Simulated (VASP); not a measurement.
CsBr, 2 atoms in the cell. The structure is cubic, space group Pm-3m (No. 221). The conventional cell has a = 4.138 Å, b = 4.138 Å, c = 4.138 Å, α = 90.00°, β = 90.00°, γ = 90.00°. Within 4.7 Å of Cs (site symmetry m-3m) lie 8 Br at 3.58 Å and 6 Cs at 4.14 Å. Within 4.7 Å of Br (site symmetry m-3m) lie 8 Cs at 3.58 Å and 6 Br at 4.14 Å. 

| Property | Result |
| --- | --- |
| Program | VASP 6.6.1 |
| Task | electric field gradients |
| Functional | r2SCAN |
| Potentials or basis | VASP PAW PBE potentials, release 64 (Cs_sv, Br) |
| Cutoff | 440 eV |
| k mesh | 7 × 7 × 7 |
| Occupations | fermi-dirac, width 0.03 eV |
| Spin | no spin polarisation |
| Dipole correction | no |
| Further INCAR settings | ALGO = Normal; EDIFF = 1e-08; NBANDS = 15 |

Potentials or basis: VASP PAW PBE potentials, release 64 (Cs_sv, Br).

Run with:

```console
$ cat potpaw_PBE.64/Cs_sv/POTCAR potpaw_PBE.64/Br/POTCAR > POTCAR
$ cp INCAR.step1 INCAR
$ mpirun -np 1 vasp_std > vasp.out
$ cp INCAR.step2 INCAR
$ mpirun -np 1 vasp_std > vasp.out
```

Hardware: 1 thread of Intel Xeon 8259CL, on a shared host.

**Question.** Estimate the wall time of this run.

**Answer.** Wall time 110 s on 1 thread of Intel Xeon 8259CL, with other jobs on the host, peak memory 0.17 GiB. Counts: k points 20.
